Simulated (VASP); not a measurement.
A run of VASP 6.6.1 is set up as follows.

Contents of INCAR:

```
SYSTEM = CdS
ALGO     = Normal         ! electronic algorithm
EDIFF    = 1E-6           ! SCF threshold, eV
EDIFFG   = -0.002         ! ionic threshold
ENCUT    = 600            ! plane-wave cutoff, eV
GGA      = PS             ! functional
IBRION   = 2              ! ionic algorithm
ISIF     = 3              ! what is computed and relaxed
ISMEAR   = 0              ! smearing method
LASPH    = .TRUE.         ! aspherical terms in the spheres
LCHARG   = .FALSE.        ! write CHGCAR
LREAL    = .FALSE.        ! projectors in reciprocal space
LWAVE    = .FALSE.        ! write WAVECAR
NELM     = 100            ! most SCF steps
NSW      = 100            ! ionic steps
PREC     = Accurate       ! precision mode
PSTRESS  = 40.0         
SIGMA    = 0.01           ! smearing width, eV
```

File KPOINTS:

```
k-points
0
G
  6 6 4
  0 0 0
```

Contents of POSCAR:

```
CdS
1.0
    4.1238484089      0.0000000000      0.0000000000
   -2.0619242044      3.5713574835      0.0000000000
    0.0000000000      0.0000000000      6.7097297170
Cd S
2 2
Direct
    0.3333333333      0.6666666667     -0.0007762665
    0.6666666667      0.3333333333      0.4992237335
    0.3333333333      0.6666666667      0.3757762665
    0.6666666667      0.3333333333      0.8757762665
```

Potentials or basis: VASP PAW PBE potentials, release 64 (Cd, S).

Run with:

```bash
$ cat potpaw_PBE.64/Cd/POTCAR potpaw_PBE.64/S/POTCAR > POTCAR
$ mpirun -np 1 vasp_std > vasp.out
```

(1) Estimate the relaxed volume.

(2) Estimate the space group after relaxing (to 0.1 Å).

(3) Predict the band gap on the k mesh.

Answers

(1) 23.47 Å³/atom.

(2) P6_3mc (No. 186).

(3) 1.21 eV.

Caveat: the cell is relaxed towards a set pressure, so the run minimises the enthalpy, not the energy; the PAW data sets were made with another functional, which shifts forces and pressure a little.
